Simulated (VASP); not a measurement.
GaN, 2 atoms in the cell. The structure is cubic, space group F-43m (No. 216). The conventional cell has a = 4.446 Å, b = 4.446 Å, c = 4.446 Å, α = 90.00°, β = 90.00°, γ = 90.00°. Ga (site symmetry -43m) has 4 N at 1.93 Å within 2.6 Å. Within 2.6 Å of N (site symmetry -43m) lie 4 Ga at 1.93 Å. 

- Program: VASP 6.6.1
- Task: single point
- Functional: BLYP
- Dispersion: D4
- Potentials or basis: VASP PAW PBE potentials, release 64 (Ga_d, N)
- Cutoff: 520 eV
- k mesh: 10 × 10 × 10
- Occupations: fermi-dirac, width 0.05 eV
- Spin: no spin polarisation
- Dipole correction: no
- Further INCAR settings: ALGO = Normal; EDIFF = 1e-06; NBANDS = 16

Potentials or basis: VASP PAW PBE potentials, release 64 (Ga_d, N).

The run is started by

```bash
$ cat potpaw_PBE.64/Ga_d/POTCAR potpaw_PBE.64/N/POTCAR > POTCAR
$ mpirun -np 1 vasp_std > vasp.out
```

Hardware: 1 thread of Intel(R) Xeon(R) Platinum 8259CL CPU @ 2.50GHz (Skylake/Cascade Lake), with other jobs on the host.

Task: Estimate the wall time of this run.

Result: Wall time 25 s on 1 thread of Intel(R) Xeon(R) Platinum 8259CL CPU @ 2.50GHz (Skylake/Cascade Lake) (shared host), peak memory 0.14 GiB. Counts: scf iterations 13, k points 47.
